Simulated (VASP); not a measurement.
# Mg (Pm-3m) in VASP: a series of runs

Mg is run at these levels: BLYP; tasks: single point, relaxation of cell and atoms.

Everything below comes from runs of VASP 6.6.1. Logs are shortened: lines on timing, memory, paths and dates and some standing lists are left out, and cuts for length are marked.

## Step 1: The cell of the first run

Symmetry: Pm-3m, No. 221, cubic system. Conventional cell: a = 3.210 Å, b = 3.210 Å, c = 3.210 Å, α = 90.00°, β = 90.00°, γ = 90.00°. Mg (site symmetry m-3m) has 6 Mg at 3.21 Å within 4.2 Å.

## Step 2: Single point, BLYP (volume scaled by 1.12)

The input, INCAR:

```
SYSTEM = Mg
PREC = Accurate ; ENCUT = 520
EDIFF = 1E-6 ; ISMEAR = -1
SIGMA = 0.1 ; LREAL = .FALSE.
LASPH = .TRUE. ; NELM = 60
ALGO = Normal ; ISIF = 2
LWAVE = .FALSE. ; LCHARG = .FALSE.
GGA = B5 ; ALDAX = 1.0
AGGAX = 1.0 ; AGGAC = 1.0
ALDAC = 0.0 ; NBANDS = 7
```

The input, KPOINTS:

```
regular mesh
0
G
  11 11 11
  0 0 0
```

The input, POSCAR:

```
Mg
1.0
    3.2102178643      0.0000000000      0.0000000000
    0.0000000000      3.2102178643      0.0000000000
    0.0000000000      0.0000000000      3.2102178643
Mg
1
Direct
    0.0000000000      0.0000000000      0.0000000000
```

Potentials or basis: VASP PAW PBE potentials, release 64 (Mg).

Launch:

```bash
> cat potpaw_PBE.64/Mg/POTCAR > POTCAR
> mpirun -np 1 vasp_std > vasp.out
```

OUTCAR:

```text
SYSTEM = Mg
   PREC = Accurate
   ENCUT = 520
   EDIFF = 1E-6
   ISMEAR = -1
   LREAL = .FALSE.
   LASPH = .TRUE.
   NELM = 60
   ISIF = 2
   GGA = B5

 ion  position               nearest neighbor table
   1  0.000  0.000  0.000-

  LATTYP: Found a simple cubic cell.
 ALAT       =     3.2102178643

  Lattice vectors:

 A1 = (   3.2102178643,   0.0000000000,   0.0000000000)
 A2 = (   0.0000000000,   3.2102178643,   0.0000000000)
 A3 = (   0.0000000000,   0.0000000000,   3.2102178643)

Analysis of symmetry for initial positions (statically):
=====================================================================
 Subroutine PRICEL returns:
 Original cell was already a primitive cell.

 Routine SETGRP: Setting up the symmetry group for a
 simple cubic supercell.

 Subroutine GETGRP returns: Found 48 space group operations
 (whereof 48 operations were pure point group operations)
 out of a pool of 48 trial point group operations.

The static configuration has the point symmetry O_h .

Analysis of symmetry for dynamics (positions and initial velocities):
=====================================================================
 Subroutine PRICEL returns:
 Original cell was already a primitive cell.

 Routine SETGRP: Setting up the symmetry group for a
 simple cubic supercell.

 Subroutine GETGRP returns: Found 48 space group operations
 (whereof 48 operations were pure point group operations)
 out of a pool of 48 trial point group operations.

The dynamic configuration has the point symmetry O_h .

 Subroutine INISYM returns: Found 48 space group operations
 (whereof 48 operations are pure point group operations),
 and found     1 'primitive' translations

----------------------------------------------------------------------------------------

                                     Primitive cell

  volume of cell :      33.0829

  direct lattice vectors                    reciprocal lattice vectors
     3.210217864  0.000000000  0.000000000     0.311505338  0.000000000  0.000000000
     0.000000000  3.210217864  0.000000000     0.000000000  0.311505338  0.000000000
     0.000000000  0.000000000  3.210217864     0.000000000  0.000000000  0.311505338

  length of vectors
     3.210217864  3.210217864  3.210217864     0.311505338  0.311505338  0.311505338

  position of ions in fractional coordinates (direct lattice)
     0.000000000  0.000000000  0.000000000
[... 68 lines left out ...]
   ISTART =      0    job   : 0-new  1-cont  2-samecut
   ICHARG =      2    charge: 1-file 2-atom 10-const
   ISPIN  =      1    spin polarized calculation?
   LNONCOLLINEAR =      F non collinear calculations
   LSORBIT =      F    spin-orbit coupling
   LASPH  =      T    aspherical Exc in radial PAW
   ENCUT  =  520.0 eV  38.22 Ry    6.18 a.u.   5.97  5.97  5.97*2*pi/ulx,y,z
   NELM   =     60;   NELMIN=  2; NELMDL= -5     # of ELM steps
   EDIFF  = 0.1E-05   stopping-criterion for ELM
   LREAL  =      F    real-space projection
[... 7 lines left out ...]
   TEBEG  =    0.0;   TEEND  =   0.0 temperature during run
   PSTRESS=    0.0 pullay stress
   NELECT =       2.0000    total number of electrons
   NUPDOWN=      -1.0000    fix difference up-down
   EMIN   =  10.00;   EMAX   =-10.00  energy-range for DOS
   EFERMI =   0.00;   METHOD = LEGACY
   ISMEAR =    -1;   SIGMA  =   0.10  broadening in eV -4-tet -1-fermi 0-gaus
   EFERMI_NEDOS =   21; number of points for ismear=-14 and -15
   IALGO  =     38    algorithm
   IMIX   =      4    mixing-type and parameters
     AMIX     =   0.40;   BMIX     =  1.00
     AMIX_MAG =   1.60;   BMIX_MAG =  1.00
  volume/ion in A,a.u.               =      33.08       223.25
  Fermi-wavevector in a.u.,A,eV,Ry     =   0.642516  1.214178  5.616842  0.412826
  Thomas-Fermi vector in A             =   1.709211
   LORBIT       =      0    0 simple, 1 ext, 2 COOP (PROOUT), +10 PAW based schemes
   GGA     = B5    functional components
   LHFCALC =     F    Hartree Fock is set to
   AEXX    =    0.0000 exact exchange contribution
   IVDW    =     0    specifies the selected vdW correction
   LEPSILON=     F    determine dielectric tensor
   LRPA    =     F    only Hartree local field effects (RPA)
 non-spin polarized calculation
  energy-cutoff  :      520.00
  volume of cell :       33.08
 maximum number of plane-waves:       912
 NGX is ok and might be reduce to    24
   NGX = 11   NGY = 11   NGZ = 11

 number of electron       2.0000000 magnetization

 Free energy of the ion-electron system (eV)
  ---------------------------------------------------
  ext. energy  EPLUGINS =         0.00000000
  ---------------------------------------------------
  free energy    TOTEN  =        -0.46447490 eV

  energy without entropy =       -0.44817452  energy(sigma->0) =       -0.45632471

 E-fermi :   1.3780     XC(G=0):  -6.8384

 val. band max:        1.2936434790   @ k =   0.4545   0.2727   0.0000
 cond. band min:       1.4037830434   @ k =   0.4545   0.2727   0.0909
 fundamental gap:      0.1101395644
 Fermi energy:         1.3779971025

 k-point     1 :       0.0000    0.0000    0.0000
  band No.  band energies     occupation
      1      -4.1261      2.00000
      2       8.8529      0.00000
      3       8.8529      0.00000
      4       9.5710      0.00000
      5       9.5710      0.00000
      6       9.5710      0.00000
      7      13.7134      0.00000
[... 221 lines left out ...]
 k-point    24 :       0.2727    0.0909    0.0909
  band No.  band energies     occupation
      1      -2.8272      2.00000
      2       3.5612      0.00000
      3       7.8984      0.00000
      4       9.2507      0.00000
      5      12.6445      0.00000
      6      14.1227      0.00000
      7      14.7102      0.00000

 [... further k-points ...]

------------------------ aborting loop because EDIFF is reached ----------------------------------------

  FORCE on cell =-STRESS in cart. coord.  units (eV):
  Direction    XX          YY          ZZ          XY          YZ          ZX
  --------------------------------------------------------------------------------------
  -------------------------------------------------------------------------------------
  Total       -0.2968207     -0.2968207     -0.2968207      0.0000000      0.0000000      0.0000000
  in kB      -14.3747823    -14.3747823    -14.3747823      0.0000000      0.0000000      0.0000000
  external PRESSURE =     -14.3747823 kB  Pullay stress =       0.0000000 kB

 VOLUME and BASIS-vectors are now :
 -----------------------------------------------------------------------------
  energy-cutoff  :      520.00
  volume of cell :       33.08
      direct lattice vectors                 reciprocal lattice vectors
     3.210217864  0.000000000  0.000000000     0.311505338  0.000000000  0.000000000
     0.000000000  3.210217864  0.000000000     0.000000000  0.311505338  0.000000000
     0.000000000  0.000000000  3.210217864     0.000000000  0.000000000  0.311505338

 POSITION                                       TOTAL-FORCE (eV/Angst)
 -----------------------------------------------------------------------------------
      0.00000      0.00000      0.00000         0.000000      0.000000      0.000000
 -----------------------------------------------------------------------------------
    total drift:                                0.000000     -0.000000     -0.000000

  FREE ENERGIE OF THE ION-ELECTRON SYSTEM (eV)
  ---------------------------------------------------
  free  energy   TOTEN  =        -0.4644748963 eV

  energy  without entropy=       -0.4481745190  energy(sigma->0) =       -0.45632471
```

stdout:

```text
POSCAR found type information on POSCAR Mg
 POSCAR found :  1 types and       1 ions
 scaLAPACK will be used
 -----------------------------------------------------------------------------
|                                                                             |
|                                                                             |
|     You enforced a specific xc type in the INCAR file but a different       |
|     I HOPE YOU KNOW WHAT YOU ARE DOING!                                     |
|                                                                             |
 -----------------------------------------------------------------------------

 LDA part: xc-table for (Slater(with rela. corr.)+VWN5), standard interpolation
 POSCAR, INCAR and KPOINTS ok, starting setup
 FFT: planning ... GRIDC
 FFT: planning ... GRID_SOFT
 FFT: planning ... GRID
 WAVECAR not read
 entering main loop
```

Wall time 9.8 s (1 thread of Intel Xeon Platinum 8375C at 2.90GHz (Ice Lake), shared host); peak memory 0.13 GiB.

What came out:

- Free energy: -0.4645 eV
- Pressure: -1.4 GPa
- Band gap on the k mesh: zero (band 1 reaches 4.21 eV, above the bottom of band 2 at 0.31 eV)

Caveat: the cell differs from its parent crystal (volume scaled by 1.12); the PAW data sets were made with another functional, which shifts forces and pressure a little.

## Step 3: Single point, BLYP

This run uses another cell than the first one, of 29.54 Å³/atom, 0.893 times its volume.

The input, INCAR:

```
PREC = Accurate
ENCUT = 520
EDIFF = 1E-6
ISMEAR = -1
SIGMA = 0.1
LREAL = False
LASPH = True
NELM = 100
ALGO = Normal
ISIF = 2
LWAVE = False
LCHARG = True
GGA = B5
ALDAX = 1.0
AGGAX = 1.0
AGGAC = 1.0
ALDAC = 0.0
LELF = True
LVHAR = True
NBANDS = 7
```

The input, KPOINTS:

```
regular mesh
0
Gamma
  17 17 17
```

The input, POSCAR:

```
Mg
1.0
    3.0912099286      0.0000000000      0.0000000000
    0.0000000000      3.0912099286      0.0000000000
    0.0000000000      0.0000000000      3.0912099286
Mg
1
Direct
    0.0000000000      0.0000000000      0.0000000000
```

Potentials or basis: VASP PAW PBE potentials, release 64 (Mg).

Launch:

```bash
> cat potpaw_PBE.64/Mg/POTCAR > POTCAR
> mpirun -np 1 vasp_std > vasp.out
```

OUTCAR:

```text
PREC = Accurate
   ENCUT = 520
   EDIFF = 1E-6
   ISMEAR = -1
   LREAL = False
   LASPH = True
   NELM = 100
   ISIF = 2
   GGA = B5

 ion  position               nearest neighbor table
   1  0.000  0.000  0.000-

  LATTYP: Found a simple cubic cell.
 ALAT       =     3.0912099286

  Lattice vectors:

 A1 = (   3.0912099286,   0.0000000000,   0.0000000000)
 A2 = (   0.0000000000,   3.0912099286,   0.0000000000)
 A3 = (   0.0000000000,   0.0000000000,   3.0912099286)

Analysis of symmetry for initial positions (statically):
=====================================================================
 Subroutine PRICEL returns:
 Original cell was already a primitive cell.

 Routine SETGRP: Setting up the symmetry group for a
 simple cubic supercell.

 Subroutine GETGRP returns: Found 48 space group operations
 (whereof 48 operations were pure point group operations)
 out of a pool of 48 trial point group operations.

The static configuration has the point symmetry O_h .

[... 156 lines left out ...]
  energy without entropy =       -0.45760135  energy(sigma->0) =       -0.46660982

 E-fermi :   1.8058     XC(G=0):  -7.1818

 val. band max:        1.7987064414   @ k =   0.4118   0.1765   0.0588
 cond. band min:       1.8380941793   @ k =   0.4706   0.4118   0.0588
 fundamental gap:      0.0393877379
 Fermi energy:         1.8058211482

 k-point     1 :       0.0000    0.0000    0.0000
  band No.  band energies     occupation
      1      -4.0675      2.00000
      2       9.6627      0.00000
      3       9.6627      0.00000
      4      10.7558      0.00000
      5      10.7558      0.00000
      6      10.7558      0.00000
      7      15.2567      0.00000
[... 221 lines left out ...]
 k-point    24 :       0.4706    0.1176    0.0000
  band No.  band energies     occupation
      1      -0.5673      2.00000
      2       0.6067      1.99999
      3      10.1759      0.00000
      4      11.9951      0.00000
      5      13.7334      0.00000
      6      14.5914      0.00000
      7      14.8394      0.00000

 [... further k-points ...]

------------------------ aborting loop because EDIFF is reached ----------------------------------------

  FORCE on cell =-STRESS in cart. coord.  units (eV):
  Direction    XX          YY          ZZ          XY          YZ          ZX
  --------------------------------------------------------------------------------------
  -------------------------------------------------------------------------------------
  Total        0.0136583      0.0136583      0.0136583      0.0000000     -0.0000000      0.0000000
  in kB        0.7408360      0.7408360      0.7408360      0.0000000     -0.0000000      0.0000000
  external PRESSURE =       0.7408360 kB  Pullay stress =       0.0000000 kB

 VOLUME and BASIS-vectors are now :
 -----------------------------------------------------------------------------
  energy-cutoff  :      520.00
  volume of cell :       29.54
      direct lattice vectors                 reciprocal lattice vectors
     3.091209929  0.000000000  0.000000000     0.323497926  0.000000000  0.000000000
     0.000000000  3.091209929  0.000000000     0.000000000  0.323497926  0.000000000
     0.000000000  0.000000000  3.091209929     0.000000000  0.000000000  0.323497926

 POSITION                                       TOTAL-FORCE (eV/Angst)
 -----------------------------------------------------------------------------------
      0.00000      0.00000      0.00000         0.000000      0.000000      0.000000
 -----------------------------------------------------------------------------------
    total drift:                               -0.000000     -0.000000     -0.000000

  FREE ENERGIE OF THE ION-ELECTRON SYSTEM (eV)
  ---------------------------------------------------
  free  energy   TOTEN  =        -0.4756182910 eV

  energy  without entropy=       -0.4576013522  energy(sigma->0) =       -0.46660982
```

stdout:

```text
POSCAR found type information on POSCAR Mg
 POSCAR found :  1 types and       1 ions
 scaLAPACK will be used
 -----------------------------------------------------------------------------
|                                                                             |
|                                                                             |
|     You enforced a specific xc type in the INCAR file but a different       |
|     I HOPE YOU KNOW WHAT YOU ARE DOING!                                     |
|                                                                             |
 -----------------------------------------------------------------------------

 LDA part: xc-table for (Slater(with rela. corr.)+VWN5), standard interpolation
 POSCAR, INCAR and KPOINTS ok, starting setup
 FFT: planning ... GRIDC
 FFT: planning ... GRID_SOFT
 FFT: planning ... GRID
 WAVECAR not read
 entering main loop
```

Wall time 15 s (1 thread of Intel Xeon Platinum 8375C at 2.90GHz (Ice Lake), shared host); peak memory 0.16 GiB.

Results:

- Free energy: -0.4756 eV
- Pressure: 0.1 GPa
- Band gap on the k mesh: zero (band 1 reaches 5.45 eV, above the bottom of band 2 at 0.41 eV)

Caveat: the PAW data sets were made with another functional, which shifts forces and pressure a little.

## Step 4: Single point, BLYP

This run uses another cell than the first one, of 29.54 Å³/atom, 0.893 times its volume.

The input, INCAR:

```
  AGGAC = 1.0
  AGGAX = 1.0
  ALDAC = 0.0
  ALDAX = 1.0
  ALGO = Normal
  EDIFF = 1E-6
  ENCUT = 600
  GGA = B5
  GGA_COMPAT = F
  ISIF = 2
  ISMEAR = -1
  LASPH = T
  LCHARG = T
  LELF = T
  LREAL = F
  LVHAR = T
  LWAVE = F
  NBANDS = 7
  NELM = 120
  PREC = Accurate
  SIGMA = 0.1
```

The input, KPOINTS:

```
k-points
0
Gamma
  11 11 11
```

POSCAR is that of step 3.

Launch:

```bash
> cat potpaw_PBE.64/Mg/POTCAR > POTCAR
> mpirun -np 1 vasp_std > vasp.out
```

It took 30 s on 1 thread of Intel Xeon 8259CL, shared host; peak memory 0.16 GiB.

It converged, with:

```yaml
Free_energy: -0.4818 eV
Pressure: 0.0 GPa
Band_gap_on_the_k_mesh: zero (band 1 reaches 4.97 eV, above the bottom of band 2 at 0.62 eV)
```

Levels at points of the mesh, in eV from the Fermi level:
| k point | band 1 | band 2 | band 3 | band 4 | band 5 | band 6 |
| --- | --- | --- | --- | --- | --- | --- |
| (0.00, 0.00, 0.00) | -5.89 | 7.84 | 7.84 | 8.93 | 8.93 | 8.93 |

Caveat: the PAW data sets were made with another functional, which shifts forces and pressure a little.

## Step 5: Relaxation of cell and atoms, BLYP

This run uses another cell than the first one, of 25.10 Å³/atom, 0.759 times its volume.

The input, INCAR:

```
PREC     = Accurate       # precision mode
ENCUT    = 600            # plane-wave cutoff, eV
EDIFF    = 1E-7           # SCF threshold, eV
ISMEAR   = -1             # smearing method
SIGMA    = 0.1            # smearing width, eV
LREAL    = False          # projectors in reciprocal space
LASPH    = True           # aspherical terms in the spheres
NELM     = 120            # most SCF steps
ALGO     = Normal         # electronic algorithm
ISIF     = 3              # what is computed and relaxed
LWAVE    = False          # write WAVECAR
LCHARG   = False          # write CHGCAR
GGA      = B5             # functional
ALDAX    = 1.0          
AGGAX    = 1.0          
AGGAC    = 1.0          
ALDAC    = 0.0          
IBRION   = 2              # ionic algorithm
NSW      = 80             # ionic steps
EDIFFG   = -0.01          # ionic threshold
GGA_COMPAT= False        
NELMIN   = 4
```

The input, KPOINTS:

```
Automatic mesh
0
Gamma
  11 11 11
```

The input, POSCAR:

```
Mg
1.0
    2.9277513048      0.0000000000      0.0000000000
    0.0000000000      2.9277513048      0.0000000000
    0.0000000000      0.0000000000      2.9277513048
Mg
1
Direct
    0.0000000000      0.0000000000      0.0000000000
```

Launch:

```bash
> cat potpaw_PBE.64/Mg/POTCAR > POTCAR
> mpirun -np 1 vasp_std > vasp.out
```

Wall time 38 s (1 thread of Intel Xeon 8259CL, shared host); peak memory 0.14 GiB.

It converged, with:

```yaml
Free_energy: -0.4818 eV
Relaxed_volume: 29.66 Å³/atom
Relaxed_cell: a = 3.095 Å, b = 3.095 Å, c = 3.095 Å, α = 90.00°, β = 90.00°, γ = 90.00°
Space_group_after_relaxing_to_0.05_Å: Pm-3m (No. 221)
Energy_gained_by_relaxing: 47.9 meV/atom
Ionic_steps: 4
Pressure_after_relaxing: 0.0 GPa
Band_gap_on_the_k_mesh: zero (band 1 reaches 4.94 eV, above the bottom of band 2 at 0.61 eV)
```

The path:
```tsv
step	energy change (eV)	largest force (eV/Å)	pressure (GPa)	volume (Å³)
1	0.0000	0.0000	3.93	25.10
2	-0.0381	0.0000	1.52	27.40
3	-0.0470	0.0000	-0.38	30.31
4	-0.0479	0.0000	-0.04	29.66
```

Final structure:
```
Mg
1.0
     3.09549    0.00000    0.00000
     0.00000    3.09549    0.00000
     0.00000    0.00000    3.09549
Mg
1
Direct
  0.00000 0.00000 0.00000
```

Levels at points of the mesh, in eV from the Fermi level:
```csv
k point,band 1,band 2,band 3,band 4,band 5
"(0.00, 0.00, 0.00)",-5.88,7.83,7.83,8.90,8.90
```

Caveat: the volume moved by over 15 % at a fixed basis, so the end points are rough; the PAW data sets were made with another functional, which shifts forces and pressure a little.

## Step 6: The runs side by side

| task | cell | k mesh | cutoff (eV) | gap on the mesh (eV) | pressure (GPa) |
| --- | --- | --- | --- | --- | --- |
| single point | a = 3.210 Å, 1 atom | 11 × 11 × 11 | 520 | none | -1.4 |
| single point | a = 3.091 Å, 1 atom | 17 × 17 × 17 | 520 | none | 0.1 |
| single point | a = 3.091 Å, 1 atom | 11 × 11 × 11 | 600 | none | 0.0 |
| relaxation of cell and atoms | relaxed from a = 2.928 Å, 1 atom | 11 × 11 × 11 | 600 | none | 0.0 |

Alike in all rows: level BLYP; potentials or basis VASP PAW PBE potentials, release 64 (Mg); no spin polarisation; smearing fermi-dirac 0.1 eV.

Caveats: the PAW data sets were made with another functional, which shifts forces and pressure a little; the volume moved by over 15 % at a fixed basis, so the end points are rough (some runs).

Absolute energies hang on the potentials; compare differences alone.
